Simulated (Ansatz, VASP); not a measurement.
ZnO in VASP and in Ansatz

File INCAR:

```
SYSTEM = ZnO
PREC = Accurate
ENCUT = 520
EDIFF = 1E-8
ISMEAR = -1
SIGMA = 0.02
LREAL = .FALSE.
LASPH = .TRUE.
NELM = 120
ALGO = Normal
ISIF = 2
LWAVE = .FALSE.
LCHARG = .FALSE.
GGA = PS
LEFG = .TRUE.
NBANDS = 26
GGA_COMPAT = .FALSE.
```

The input KPOINTS:

```
Automatic mesh
0
G
  8 8 5
  0 0 0
```

Contents of POSCAR:

```
ZnO
1.0
    3.2493080000      0.0000000000      0.0000000000
   -1.6246540000      2.8139832727      0.0000000000
    0.0000000000      0.0000000000      5.2057090000
Zn O
2 2
Direct
    0.3333333333      0.6666666667      0.4990872424
    0.6666666667      0.3333333333     -0.0009127576
    0.6666666667      0.3333333333      0.3799227576
    0.3333333333      0.6666666667      0.8799227576
```

Input for Ansatz:

```yaml
crystal:
  lattice:
    - [3.249308, 0.0, 0.0]
    - [-1.624654, 2.8139832727, 0.0]
    - [0.0, 0.0, 5.205709]
  atoms:
    - { symbol: Zn, position: [0.3333333333, 0.6666666667, 0.4990872424] }
    - { symbol: Zn, position: [0.6666666667, 0.3333333333, -0.0009127576] }
    - { symbol: O, position: [0.6666666667, 0.3333333333, 0.3799227576] }
    - { symbol: O, position: [0.3333333333, 0.6666666667, 0.8799227576] }
kpoints:
  mp_grid: { grid: [8, 8, 5] }
scf:
  occupations: { method: fermi_dirac, width: 0.02 }
hamiltonian:
  xc: pbesol
  pseudopotentials: { kind: all_electron, datasets: crystal }
output:
  forces: true
  stress: true
  populations: false
  efg:
    quadrupole_moments_barn: { Zn: 0.122, O: -0.02558 }
    contact_densities: true
```

Alike in both runs: task electric field gradients; functional PBEsol; k mesh 8 × 8 × 5; occupations fermi-dirac, width 0.02 eV; no spin polarisation.

```csv
,VASP,Ansatz
version,VASP 6.6.1,Ansatz 0.2.0
potentials or method,"VASP PAW PBE potentials, release 64 (Zn, O), cutoff 520 eV","all-electron PAW with datasets made for the crystal, scalar-relativistic"
```

|  | VASP | Ansatz | Ansatz less VASP |
| --- | --- | --- | --- |
| pressure (GPa) | -0.5 | -1.5 | -1.03 |
| traceless stress, the component that is largest in VASP (GPa) | 0.57 | 0.56 | -0.016 |
| size of Vzz on the site where it differs most (V/Å²) | 5.0 | 4.8 | -0.15 |

VASP's potentials were made for PBE, not for PBEsol. Ansatz ran all-electron here, and VASP with PAW potentials.
